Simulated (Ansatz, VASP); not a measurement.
**One calculation of BeS, two programs**

```
S Be
1.0
     0.00000    2.42500    2.42500
     2.42500    0.00000    2.42500
     2.42500    2.42500    0.00000
S Be
1 1
Cartesian
  3.6375 3.6375 3.6375
  0.0000 0.0000 0.0000
```

Alike in both runs: task single point; functional PBEsol; k mesh 6 × 6 × 6; occupations fermi-dirac, width 0.05 eV; no spin polarisation.

|  | VASP | Ansatz |
| --- | --- | --- |
| version | VASP 6.6.1 | Ansatz 0.2.0 |
| potentials or method | VASP PAW PBE potentials, release 64 (S, Be), cutoff 520 eV | all-electron PAW datasets made for the crystal |

|  | VASP | Ansatz | Ansatz less VASP |
| --- | --- | --- | --- |
| gap on the k mesh at the Fermi level (eV) | 2.93 | 2.93 | -0.002 |
| least direct gap on the mesh (eV) | 5.60 | 5.58 | -0.016 |
| pressure (GPa) | -0.5 | -0.7 | -0.20 |

VASP's potentials were made for PBE, not for PBEsol. Ansatz ran all-electron here, and VASP with PAW potentials.
